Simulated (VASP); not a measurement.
# Pt (Cmcm) in VASP: a series of runs

Pt is run at these levels: PBE; tasks: single point.

Program: VASP 6.6.1. These are calculated values, not measurements. Logs are shortened: lines on timing, memory, paths and dates and some standing lists are left out, and cuts for length are marked.

### 1 The cell of the first run

Symmetry: Cmcm, No. 63, orthorhombic system. Conventional cell: a = 3.172 Å, b = 4.539 Å, c = 4.781 Å, α = 90.00°, β = 90.00°, γ = 90.00°. Pt (site symmetry m2m) has 12 Pt at 2.77 to 3.17 Å within 3.6 Å.

### 2 Single point, PBE (normal strain along x +0.1500, normal strain along y -0.0500)

INCAR

```
ALGO = Fast
EDIFF = 1E-6
ENCUT = 520
GGA = PE
ISIF = 2
ISMEAR = 0
LASPH = T
LCHARG = T
LELF = T
LREAL = F
LVHAR = T
LWAVE = F
NBANDS = 17
NELM = 80
PREC = Accurate
SIGMA = 0.15
```

KPOINTS

```
k-points
0
Gamma
  18 18 10
```

POSCAR

```
Pt
1.0
    3.1723205569      0.0000000000      0.0000000000
   -1.5861602785      2.2695171145      0.0000000000
    0.0000000000      0.0000000000      4.7813829983
Pt
2
Direct
    0.6666666667      0.3333333333      0.7500000000
    0.3333333333      0.6666666667      0.2500000000
```

Potentials or basis: VASP PAW PBE potentials, release 64 (Pt).

The run is started by

```console
cat potpaw_PBE.64/Pt/POTCAR > POTCAR
mpirun -np 1 vasp_std > vasp.out
```

OUTCAR:

```text
EDIFF = 1E-6
   ENCUT = 520
   GGA = PE
   ISIF = 2
   ISMEAR = 0
   LASPH = T
   LREAL = F
   NELM = 80
   PREC = Accurate

 ion  position               nearest neighbor table
   1  0.667  0.333  0.750-   2 2.83   2 2.83   2 2.97   2 2.97   2 2.97   2 2.97
   2  0.333  0.667  0.250-   1 2.83   1 2.83   1 2.97   1 2.97   1 2.97   1 2.97

  Warning from LATTYP: Monoclinic adjustment (A1->A3, A2->A1, A3->A2)!
  LATTYP: Found a base centered orthorhombic cell.
 ALAT       =     3.1723205569
 B/A-ratio  =     1.4308245802
 C/A-ratio  =     1.5072193722

  Lattice vectors:

 A1 = (   1.5861602785,  -2.2695171145,   0.0000000000)
 A2 = (   1.5861602784,   2.2695171145,   0.0000000000)
 A3 = (   0.0000000000,   0.0000000000,   4.7813829983)

Analysis of symmetry for initial positions (statically):
=====================================================================
 Subroutine PRICEL returns:
 Original cell was already a primitive cell.

 Routine SETGRP: Setting up the symmetry group for a
 base centered orthorhombic supercell.

 Subroutine GETGRP returns: Found  8 space group operations
 (whereof  4 operations were pure point group operations)
 out of a pool of  8 trial point group operations.

The static configuration has the point symmetry C_2h.
 The point group associated with its full space group is D_2h.

Analysis of symmetry for dynamics (positions and initial velocities):
=====================================================================
 Subroutine PRICEL returns:
 Original cell was already a primitive cell.

 Routine SETGRP: Setting up the symmetry group for a
 base centered orthorhombic supercell.

 Subroutine GETGRP returns: Found  8 space group operations
 (whereof  4 operations were pure point group operations)
 out of a pool of  8 trial point group operations.

The dynamic configuration has the point symmetry C_2h.
 The point group associated with its full space group is D_2h.

 Subroutine INISYM returns: Found  8 space group operations
 (whereof  4 operations are pure point group operations),
 and found     1 'primitive' translations

----------------------------------------------------------------------------------------

                                     Primitive cell

  volume of cell :      34.4242

  direct lattice vectors                    reciprocal lattice vectors
     3.172320557  0.000000000  0.000000000     0.315226656  0.220311183  0.000000000
    -1.586160278  2.269517115  0.000000000     0.000000000  0.440622366  0.000000000
     0.000000000  0.000000000  4.781382998     0.000000000  0.000000000  0.209144509

  length of vectors
     3.172320557  2.768864815  4.781382998     0.384584011  0.440622366  0.209144509

  position of ions in fractional coordinates (direct lattice)
     0.666666667  0.333333333  0.750000000
     0.333333333  0.666666667  0.250000000

  ion indices of the primitive-cell ions
   primitive index   ion index
                 1           1
                 2           2

----------------------------------------------------------------------------------------

 KPOINTS: k-points

Automatic generation of k-mesh.
 Grid dimensions read from file:
 generate k-points for:   18   18   10

 Generating k-lattice:

  Cartesian coordinates                     Fractional coordinates (reciprocal lattice)
     0.017512592  0.012239510  0.000000000     0.055555556 -0.000000000  0.000000000
     0.000000000  0.024479020  0.000000000     0.000000000  0.055555556  0.000000000
     0.000000000  0.000000000  0.020914451     0.000000000  0.000000000  0.100000000

  Length of vectors
     0.021365778  0.024479020  0.020914451

  Shift w.r.t. Gamma in fractional coordinates (k-lattice)
     0.000000000  0.000000000  0.000000000

 Subroutine IBZKPT returns following result:
 ===========================================

 Found    546 irreducible k-points:

 Following reciprocal coordinates:
            Coordinates               Weight
  0.000000  0.000000  0.000000      1.000000
  0.055556  0.000000  0.000000      4.000000
  0.111111  0.000000  0.000000      4.000000
  0.166667  0.000000  0.000000      4.000000
  0.222222 -0.000000  0.000000      4.000000
  0.277778  0.000000  0.000000      4.000000
[... 16 lines left out ...]
 -0.333333  0.055556  0.000000      4.000000
 -0.277778  0.055556  0.000000      4.000000
 [... further k-points ...]
   k-points           NKPTS =    546   k-points in BZ     NKDIM =    546   number of bands    NBANDS=     17
   number of dos      NEDOS =    301   number of ions     NIONS =      2
   total plane-waves  NPLWV =  20736
   dimension x,y,z NGX =    24 NGY =   24 NGZ =   36
   dimension x,y,z NGXF=    48 NGYF=   48 NGZF=   72
   ions per type =               2
   NGX,Y,Z   is equivalent  to a cutoff of  12.58, 14.41, 12.52 a.u.
   NGXF,Y,Z  is equivalent  to a cutoff of  25.15, 28.82, 25.03 a.u.
 SYSTEM =  unknown system
   PREC   = accura    normal or accurate (medium, high low for compatibility)
   ISTART =      0    job   : 0-new  1-cont  2-samecut
   ICHARG =      2    charge: 1-file 2-atom 10-const
   ISPIN  =      1    spin polarized calculation?
   LNONCOLLINEAR =      F non collinear calculations
   LSORBIT =      F    spin-orbit coupling
   LASPH  =      T    aspherical Exc in radial PAW
   ENCUT  =  520.0 eV  38.22 Ry    6.18 a.u.   5.90  5.15  8.89*2*pi/ulx,y,z
   NELM   =     80;   NELMIN=  2; NELMDL= -5     # of ELM steps
   EDIFF  = 0.1E-05   stopping-criterion for ELM
   LREAL  =      F    real-space projection
   EDIFFG = 0.1E-04   stopping-criterion for IOM
   NSW    =      0    number of steps for IOM
   IBRION =     -1    ionic relax: 0-MD 1-quasi-New 2-CG
   NFREE  =      0    steps in history (QN), initial steepest desc. (CG)
   ISIF   =      2    stress and relaxation
   ISYM   =      2    0-nonsym 1-usesym 2-fastsym
   POTIM  = 0.5000    time-step for ionic-motion
   TEBEG  =    0.0;   TEEND  =   0.0 temperature during run
   PSTRESS=    0.0 pullay stress
   NELECT =      20.0000    total number of electrons
   NUPDOWN=      -1.0000    fix difference up-down
   EMIN   =  10.00;   EMAX   =-10.00  energy-range for DOS
   EFERMI =   0.00;   METHOD = LEGACY
   ISMEAR =     0;   SIGMA  =   0.15  broadening in eV -4-tet -1-fermi 0-gaus
   EFERMI_NEDOS =   21; number of points for ismear=-14 and -15
   IALGO  =     68    algorithm
   IMIX   =      4    mixing-type and parameters
     AMIX     =   0.40;   BMIX     =  1.00
     AMIX_MAG =   1.60;   BMIX_MAG =  1.00
  volume/ion in A,a.u.               =      17.21       116.15
  Fermi-wavevector in a.u.,A,eV,Ry     =   1.366040  2.581442 25.389366  1.866066
  Thomas-Fermi vector in A             =   2.492216
   LORBIT       =      0    0 simple, 1 ext, 2 COOP (PROOUT), +10 PAW based schemes
   GGA     = PE    functional components
   LHFCALC =     F    Hartree Fock is set to
   AEXX    =    0.0000 exact exchange contribution
   IVDW    =     0    specifies the selected vdW correction
   LEPSILON=     F    determine dielectric tensor
   LRPA    =     F    only Hartree local field effects (RPA)
 non-spin polarized calculation
 RMM-DIIS sequential band-by-band and
 Gauss-broadening in eV      SIGMA  =   0.15
  energy-cutoff  :      520.00
  volume of cell :       34.42
 maximum number of plane-waves:       944
   NGX = 11   NGY = 11   NGZ = 17

 number of electron      20.0000003 magnetization

 Free energy of the ion-electron system (eV)
  ---------------------------------------------------
  ext. energy  EPLUGINS =         0.00000000
  ---------------------------------------------------
  free energy    TOTEN  =       -11.82244306 eV

  energy without entropy =      -11.77946864  energy(sigma->0) =      -11.80095585

 E-fermi :   8.8438     XC(G=0): -12.6881

 val. band max:        8.8436217099   @ k =   0.2778   0.0556   0.2000
 cond. band min:       8.8441127680   @ k =   0.2778   0.3333   0.4000
 fundamental gap:      0.0004910581
 Fermi energy:         8.8438125859

 k-point     1 :       0.0000    0.0000    0.0000
  band No.  band energies     occupation
      1       0.0879      2.00000
      2       2.7827      2.00000
      3       4.6816      2.00000
      4       5.1524      2.00000
      5       5.6497      2.00000
      6       6.9564      2.00000
[... 9 lines left out ...]
     16      26.1099      0.00000
     17      26.4734      0.00000

 k-point     2 :       0.0556    0.0000    0.0000
  band No.  band energies     occupation
      1       0.1782      2.00000
      2       2.8591      2.00000
      3       4.6907      2.00000
      4       5.1771      2.00000
      5       5.6960      2.00000
      6       6.8946      2.00000
[... 9 lines left out ...]
     16      25.5611      0.00000
     17      26.6878      0.00000

 k-point     3 :       0.1111    0.0000    0.0000
  band No.  band energies     occupation
      1       0.4428      2.00000
      2       3.0682      2.00000
      3       4.7226      2.00000
      4       5.2324      2.00000
      5       5.8527      2.00000
      6       6.5947      2.00000
[... 9 lines left out ...]
     16      25.7947      0.00000
     17      27.3213      0.00000

 k-point     4 :       0.1667    0.0000    0.0000
  band No.  band energies     occupation
      1       0.8611      2.00000
      2       3.3404      2.00000
      3       4.8044      2.00000
      4       5.2873      2.00000
      5       6.0313      2.00000
      6       6.1511      2.00000
[... 9 lines left out ...]
     16      26.1343      0.00000
     17      26.6894      0.00000
[... 343 lines left out ...]
      1       2.7421      2.00000
      2       3.5974      2.00000
      3       4.4211      2.00000
      4       5.5597      2.00000
      5       5.8949      2.00000
      6       6.0180      2.00000
[... 9 lines left out ...]
     16      22.9612      0.00000
     17      23.3231      0.00000

 k-point    23 :      -0.3333    0.0556    0.0000
  band No.  band energies     occupation
      1       2.2438      2.00000
      2       3.6575      2.00000
      3       4.7936      2.00000
      4       5.2780      2.00000
      5       5.5622      2.00000
      6       6.2681      2.00000
[... 9 lines left out ...]
     16      24.1928      0.00000
     17      24.2677      0.00000

 k-point    24 :      -0.2778    0.0556    0.0000
  band No.  band energies     occupation
      1       1.6650      2.00000
      2       3.6485      2.00000
      3       4.9349      2.00000
      4       5.2661      2.00000
      5       5.3663      2.00000
      6       6.5471      2.00000
[... 9 lines left out ...]
     16      25.1865      0.00000
     17      25.4927      0.00000

 [... further k-points ...]
[... 5 lines left out ...]
  --------------------------------------------------------------------------------------
  -------------------------------------------------------------------------------------
  Total       -3.3563243     -2.0769315     -3.6918763      0.0000000     -0.0000000      0.0000000
  in kB     -156.2105802    -96.6648770   -171.8278913      0.0000000     -0.0000000      0.0000000
  external PRESSURE =    -141.5677829 kB  Pullay stress =       0.0000000 kB

 VOLUME and BASIS-vectors are now :
 -----------------------------------------------------------------------------
  energy-cutoff  :      520.00
  volume of cell :       34.42
      direct lattice vectors                 reciprocal lattice vectors
     3.172320557  0.000000000  0.000000000     0.315226656  0.220311183  0.000000000
    -1.586160278  2.269517115  0.000000000     0.000000000  0.440622366  0.000000000
     0.000000000  0.000000000  4.781382998     0.000000000  0.000000000  0.209144509

 POSITION                                       TOTAL-FORCE (eV/Angst)
 -----------------------------------------------------------------------------------
      1.58616      0.75651      3.58604        -0.000000      0.130417     -0.000000
     -0.00000      1.51301      1.19535         0.000000     -0.130417      0.000000
 -----------------------------------------------------------------------------------
    total drift:                                0.000000     -0.000000      0.000000

  FREE ENERGIE OF THE ION-ELECTRON SYSTEM (eV)
  ---------------------------------------------------
  free  energy   TOTEN  =       -11.8224430626 eV

  energy  without entropy=      -11.7794686438  energy(sigma->0) =      -11.80095585
```

Wall time 3.5 min (1 thread of Intel Xeon Platinum 8259CL at 2.50GHz (Skylake/Cascade Lake), shared host); peak memory 0.37 GiB.

Results:

```
Free energy            : -11.8224 eV
Pressure               : -14.2 GPa
Largest force          : 0.130 eV/Å
Band gap on the k mesh : zero (bands 10 and 11 overlap by 1.44 eV)
```

Forces in eV/Å, atoms in the order of the input:
```
Pt   0.000  0.130  0.000
Pt   0.000 -0.130  0.000
```

Stress tensor (GPa, compression positive):
```
-15.62   0.00   0.00
  0.00  -9.67   0.00
  0.00   0.00 -17.18
```

Levels at points of the mesh, in eV from the Fermi level:
```tsv
k point	band 7	band 8	band 9	band 10	band 11	band 12	band 13	band 14
(0.00, 0.00, 0.00)	-1.68	-1.43	-1.19	-0.36	-0.02	0.01	4.69	14.69
(0.50, 0.00, 0.00)	-2.05	-0.48	-0.26	0.21	2.03	3.19	6.71	8.22
(0.00, 0.50, 0.00)	-1.51	-0.14	0.65	0.85	2.88	4.56	8.11	8.68
(0.00, 0.00, 0.50)	-1.73	-1.73	-0.89	-0.89	-0.34	-0.34	12.32	12.32
(0.50, 0.00, 0.50)	-0.82	-0.82	-0.18	-0.18	1.58	1.58	5.27	5.27
(0.00, 0.50, 0.50)	-0.44	-0.44	0.75	0.75	2.81	2.81	7.46	7.46
```

Caveat: the cell differs from its parent crystal (normal strain along x +0.1500, normal strain along y -0.0500); the stress differs along the axes, from -17 to -10 GPa; spin-orbit coupling is left out, which moves the levels of the heavy elements.

### 3 Single point, PBE (normal strain along x -0.0500, normal strain along y +0.1500)

INCAR

```
PREC = Accurate
ENCUT = 520
EDIFF = 1E-7
ISMEAR = 0
SIGMA = 0.15
LREAL = False
LASPH = True
NELM = 100
ALGO = Fast
ISIF = 2
LWAVE = False
LCHARG = False
GGA = PE
NBANDS = 17
```

KPOINTS

```
Automatic mesh
0
Gamma
  18 18 10
```

POSCAR

```
Pt
1.0
    2.6206126340      0.0000000000      0.0000000000
   -1.3103063170      2.7473101912      0.0000000000
    0.0000000000      0.0000000000      4.7813829983
Pt
2
Direct
    0.6666666667      0.3333333333      0.7500000000
    0.3333333333      0.6666666667      0.2500000000
```

Potentials or basis: VASP PAW PBE potentials, release 64 (Pt).

The run is started by

```console
cat potpaw_PBE.64/Pt/POTCAR > POTCAR
mpirun -np 1 vasp_std > vasp.out
```

Wall time 3.8 min (1 thread of Intel Xeon Platinum 8259CL at 2.50GHz (Skylake/Cascade Lake), shared host); peak memory 0.36 GiB.

Results (log left out):

| Property | Result |
| --- | --- |
| Free energy | -11.6682 eV |
| Pressure | -11.5 GPa |
| Largest force | 0.021 eV/Å |
| Band gap on the k mesh | zero (bands 10 and 11 overlap by 1.27 eV) |

Forces in eV/Å, atoms in the order of the input:
```
Pt   0.000 -0.021  0.000
Pt   0.000  0.021  0.000
```

Stress tensor (GPa, compression positive):
```
  4.55   0.00   0.00
  0.00 -22.21   0.00
  0.00   0.00 -16.76
```

Levels at points of the mesh, in eV from the Fermi level:
```csv
k point,band 7,band 8,band 9,band 10,band 11,band 12,band 13,band 14
"(0.00, 0.00, 0.00)",-1.47,-1.37,-1.22,-0.50,0.00,0.15,4.66,13.70
"(0.50, 0.00, 0.00)",-1.91,-0.17,-0.03,0.06,2.84,4.41,8.11,9.37
"(0.00, 0.50, 0.00)",-1.97,0.02,0.26,0.44,1.28,2.23,6.02,7.60
"(0.00, 0.00, 0.50)",-1.69,-1.69,-0.96,-0.96,-0.24,-0.24,12.30,12.30
"(0.50, 0.00, 0.50)",-0.72,-0.72,0.26,0.26,2.41,2.41,7.00,7.00
"(0.00, 0.50, 0.50)",-0.95,-0.95,0.20,0.20,1.07,1.07,4.25,4.25
```

Caveat: the cell differs from its parent crystal (normal strain along x -0.0500, normal strain along y +0.1500); the stress differs along the axes, from -22 to 5 GPa; spin-orbit coupling is left out, which moves the levels of the heavy elements.

### 4 Single point, PBE (normal strain along x +0.0000, normal strain along y +0.1000)

INCAR

```
SYSTEM = Pt
PREC     = Accurate       ! precision mode
ENCUT    = 520            ! plane-wave cutoff, eV
EDIFF    = 1E-6           ! SCF threshold, eV
ISMEAR   = 0              ! smearing method
SIGMA    = 0.15           ! smearing width, eV
LREAL    = .False.        ! projectors in reciprocal space
LASPH    = .True.         ! aspherical terms in the spheres
NELM     = 100            ! most SCF steps
ALGO     = Fast           ! electronic algorithm
ISIF     = 2              ! what is computed and relaxed
LWAVE    = .False.        ! write WAVECAR
LCHARG   = .True.         ! write CHGCAR
GGA      = PE             ! functional
LELF     = .True.         ! ELF
LVHAR    = .True.       
NBANDS   = 17             ! bands
```

KPOINTS

```
Automatic mesh
0
Gamma
  18 18 10
  0 0 0
```

POSCAR

```
Pt
1.0
    2.7585396147      0.0000000000      0.0000000000
   -1.3792698074      2.6278619220      0.0000000000
    0.0000000000      0.0000000000      4.7813829983
Pt
2
Direct
    0.6666666667      0.3333333333      0.7500000000
    0.3333333333      0.6666666667      0.2500000000
```

The run is started by

```console
cat potpaw_PBE.64/Pt/POTCAR > POTCAR
mpirun -np 1 vasp_std > vasp.out
```

It took 3.6 min on 1 thread of Intel Xeon Platinum 8259CL at 2.50GHz (Skylake/Cascade Lake), shared host; peak memory 0.37 GiB.

Results (log left out):

- Free energy: -11.8305 eV
- Pressure: -16.9 GPa
- Largest force: 0.028 eV/Å
- Band gap on the k mesh: zero (bands 10 and 11 overlap by 1.12 eV)

Forces on the atoms (eV/Å):
```
Pt   0.000 -0.028  0.000
Pt   0.000  0.028  0.000
```

Stress tensor (GPa, compression positive):
```
-12.49   0.00   0.00
  0.00 -22.43   0.00
  0.00   0.00 -15.82
```

Levels at points of the mesh, in eV from the Fermi level:
| k point | band 8 | band 9 | band 10 | band 11 | band 12 | band 13 |
| --- | --- | --- | --- | --- | --- | --- |
| (0.00, 0.00, 0.00) | -1.87 | -1.65 | -0.34 | -0.07 | 0.03 | 4.69 |
| (0.50, 0.00, 0.00) | 0.03 | 0.05 | 0.25 | 2.32 | 3.65 | 7.48 |
| (0.00, 0.50, 0.00) | -0.04 | 0.20 | 0.25 | 1.65 | 2.69 | 6.50 |
| (0.00, 0.00, 0.50) | -2.32 | -0.86 | -0.86 | -0.53 | -0.53 | 12.30 |
| (0.50, 0.00, 0.50) | -0.63 | 0.22 | 0.22 | 2.02 | 2.02 | 6.15 |
| (0.00, 0.50, 0.50) | -0.79 | 0.12 | 0.12 | 1.38 | 1.38 | 4.89 |

Caveat: the cell differs from its parent crystal (normal strain along x +0.0000, normal strain along y +0.1000); the stress differs along the axes, from -22 to -12 GPa; spin-orbit coupling is left out, which moves the levels of the heavy elements.

(Continued in part 2 of 2.)
